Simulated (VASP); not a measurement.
A run of VASP 6.6.1 is set up as follows.

The input POSCAR:

```
Ta2N
1.0
    2.9792054496      0.0000000000      0.0000000000
   -1.4896027248      2.5800676025      0.0000000000
    0.0000000000      0.0000000000      4.7825461349
Ta N
2 1
Direct
    0.3333333333      0.6666666667      0.2602564747
    0.6666666667      0.3333333333      0.7397435253
    0.0000000000      0.0000000000      0.0000000000
```

The input INCAR.step1:

```
  PREC = Accurate
  ENCUT = 770
  ISMEAR = -1
  SIGMA = 0.05
  LREAL = F
  LASPH = T
  NELM = 120
  NBANDS = 22
  GGA = PE
  ALGO = Normal
  EDIFF = 1E-5
  LWAVE = T
  LCHARG = F
  GGA_COMPAT = F
```

The input INCAR.step2:

```
  PREC = Accurate
  ENCUT = 770
  EDIFF = 1E-6
  ISMEAR = -1
  SIGMA = 0.05
  LREAL = F
  LASPH = T
  NELM = 120
  ALGO = Normal
  ISIF = 2
  LWAVE = F
  LCHARG = F
  METAGGA = R2SCAN
  LMIXTAU = T
  NBANDS = 22
  ISTART = 1
  GGA_COMPAT = F
```

KPOINTS

```
regular mesh
0
Gamma
  10 10 6
```

Potentials or basis: VASP PAW PBE potentials, release 64 (Ta_sv_GW, N).

Run with:

```bash
$ cat potpaw_PBE.64/Ta_sv_GW/POTCAR potpaw_PBE.64/N/POTCAR > POTCAR
$ cp INCAR.step1 INCAR
$ mpirun -np 1 vasp_std > vasp.out
$ cp INCAR.step2 INCAR
$ mpirun -np 1 vasp_std > vasp.out
```

(1) Estimate the largest force.

(2) What does it give for the pressure?

Answers

(1) 0.065 eV/Å.

(2) 29.9 GPa.

Caveat: the cell stands under pressure; the PAW data sets were made with another functional, which shifts forces and pressure a little.
